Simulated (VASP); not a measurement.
A run of VASP 6.6.1:

Contents of INCAR:

```
SYSTEM = NiSb
PREC     = Accurate       ! precision mode
ENCUT    = 520            ! plane-wave cutoff, eV
EDIFF    = 1E-8           ! SCF threshold, eV
ISMEAR   = -1             ! smearing method
SIGMA    = 0.05           ! smearing width, eV
LREAL    = .FALSE.        ! projectors in reciprocal space
LASPH    = .TRUE.         ! aspherical terms in the spheres
NELM     = 150            ! most SCF steps
ALGO     = Normal         ! electronic algorithm
ISIF     = 2              ! what is computed and relaxed
LWAVE    = .FALSE.        ! write WAVECAR
LCHARG   = .FALSE.        ! write CHGCAR
ISPIN    = 2              ! spin polarisation
MAGMOM   = 1.5 1.5 0 0    ! initial moments
LORBIT   = 11             ! projections on sites
LMAXMIX  = 4              ! l up to which the mixer works
GGA      = PE             ! functional
LEFG     = .TRUE.       
NBANDS   = 27             ! bands
```

The input KPOINTS:

```
Automatic mesh
0
G
  10 10 7
  0 0 0
```

POSCAR

```
NiSb
1.0
    3.9399999606      0.0000000000      0.0000000000
   -1.9699999803      3.4121400568      0.0000000000
    0.0000000000      0.0000000000      5.1400000000
Ni Sb
2 2
Direct
    0.0000000000      0.0000000000      0.0000000000
    0.0000000000      0.0000000000      0.5000000000
    0.3333333333      0.6666666667      0.2500000000
    0.6666666667      0.3333333333      0.7500000000
```

Potentials or basis: VASP PAW PBE potentials, release 64 (Ni, Sb).

Run with:

```bash
$ cat potpaw_PBE.64/Ni/POTCAR potpaw_PBE.64/Sb/POTCAR > POTCAR
$ mpirun -np 1 vasp_std > vasp.out
```

Hardware: 1 thread of Intel(R) Xeon(R) 6975P-C (Granite Rapids), with other jobs on the host.

Estimate the wall time of this run.

Wall time 2.1 min on 1 thread of Intel(R) Xeon(R) 6975P-C (Granite Rapids), on a shared host, peak memory 0.32 GiB. Counts: scf iterations 21, k points 56.
